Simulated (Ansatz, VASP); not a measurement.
Two plane-wave programs on Y3LuO2

File INCAR:

```
PREC = Accurate ; ENCUT = 520
EDIFF = 1E-6 ; ISMEAR = 0
SIGMA = 0.1 ; LREAL = F
LASPH = T ; NELM = 100
ALGO = Normal ; ISIF = 2
LWAVE = F ; LCHARG = F
GGA = PE ; NBANDS = 44
```

Contents of KPOINTS:

```
regular mesh
0
Gamma
  6 6 4
```

The input POSCAR:

```
Y3LuO2
1.0
    5.1540266100      0.0000000000      0.0000000000
   -2.5770133000      4.4635179700      0.0000000000
    0.0000000000      0.0000000000      4.8740038800
Y Lu O
3 1 2
Direct
    0.5000000000      0.0000000000      0.5000000000
    0.0000000000      0.5000000000      0.5000000000
    0.5000000000      0.5000000000      0.5000000000
    0.0000000000      0.0000000000      0.5000000000
    0.0000000000      0.0000000000      0.1207402200
    0.0000000000      0.0000000000      0.8792597800
```

Input for Ansatz:

```yaml
crystal:
  lattice:
    - [5.15402661, 0.0, 0.0]
    - [-2.5770133, 4.46351797, 0.0]
    - [0.0, 0.0, 4.87400388]
  atoms:
    - { symbol: "Y", position: [0.5, 0.0, 0.5] }
    - { symbol: "Y", position: [0.0, 0.5, 0.5] }
    - { symbol: "Y", position: [0.5, 0.5, 0.5] }
    - { symbol: Lu, position: [0.0, 0.0, 0.5] }
    - { symbol: O, position: [0.0, 0.0, 0.12074022] }
    - { symbol: O, position: [0.0, 0.0, 0.87925978] }
basis:
  ecutwfc: 420
kpoints:
  mp_grid: { grid: [6, 6, 4] }
hamiltonian:
  xc: pbe
scf:
  occupations: { method: gaussian, width: 0.1 }
  lower_state_search: "off"
output:
  forces: true
  stress: true
  eigenvalues: true
```

Alike in both runs: task single point; functional PBE; k mesh 6 × 6 × 4; occupations gaussian, width 0.1 eV; no spin polarisation.

|  | VASP | Ansatz |
| --- | --- | --- |
| version | VASP 6.6.1 | Ansatz 0.2.0 |
| potentials or method | VASP PAW PBE potentials, release 64 (Y_sv, Lu, O), cutoff 520 eV | scalar-relativistic, plane waves, PAW |
| valence electrons in the cell | 70 | 70 |

|  | VASP | Ansatz | Ansatz less VASP |
| --- | --- | --- | --- |
| gap on the k mesh at the Fermi level (eV) | none | none | - |
| rms of the force components (eV/Å) | 1.882 | 1.415 | -0.4666 |

Atom by atom the forces differ by 0.467 eV/Å (rms over components). A gap of «none» marks a metal or a gap that the smearing closes.

Neither program's run includes spin-orbit coupling. Noted on VASP's run: the standard files for N, O and F lose accuracy on very short bonds.
